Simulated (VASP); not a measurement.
Write the native input for VASP 6.6.1 that does the following.

```yaml
Task: single point
Functional: BLYP
Potentials_or_basis: VASP PAW PBE potentials, release 64 (Al, N)
Cutoff: 600 eV
k_mesh: 8 × 8 × 8
Occupations: gaussian, width 0.01 eV
Spin: no spin polarisation
Dipole_correction: no
Further_INCAR_settings: ALGO = Normal; EDIFF = 1e-06; NBANDS = 11
```

The structure of AlN lies in POSCAR:

```
AlN
1.0
    0.0000000000      1.9690000000      1.9690000000
    1.9690000000      0.0000000000      1.9690000000
    1.9690000000      1.9690000000      0.0000000000
Al N
1 1
Direct
    0.0000000000      0.0000000000      0.0000000000
    0.5000000000      0.5000000000      0.5000000000
```

One way to write it, as run:

INCAR

```
SYSTEM = AlN
AGGAC = 1.0
AGGAX = 1.0
ALDAC = 0.0
ALDAX = 1.0
ALGO = Normal
EDIFF = 1E-6
ENCUT = 600
GGA = B5
GGA_COMPAT = .FALSE.
ISIF = 2
ISMEAR = 0
LASPH = .TRUE.
LCHARG = .FALSE.
LREAL = .FALSE.
LWAVE = .FALSE.
NBANDS = 11
NELM = 120
PREC = Accurate
SIGMA = 0.01
```

KPOINTS

```
k-points
0
G
  8 8 8
  0 0 0
```

Potentials or basis: VASP PAW PBE potentials, release 64 (Al, N).

Run with:

```console
$ cat potpaw_PBE.64/Al/POTCAR potpaw_PBE.64/N/POTCAR > POTCAR
$ mpirun -np 1 vasp_std > vasp.out
```

It gave:

```yaml
Pressure: 35.8 GPa
Band_gap_on_the_k_mesh: 5.52 eV (least direct gap 7.14 eV)
```

Caveat: the cell stands under pressure; the PAW data sets were made with another functional, which shifts forces and pressure a little.

Run time: 10 s on 1 thread of Intel(R) Xeon(R) Platinum 8259CL CPU @ 2.50GHz (Skylake/Cascade Lake) (shared host), peak memory 0.13 GiB.
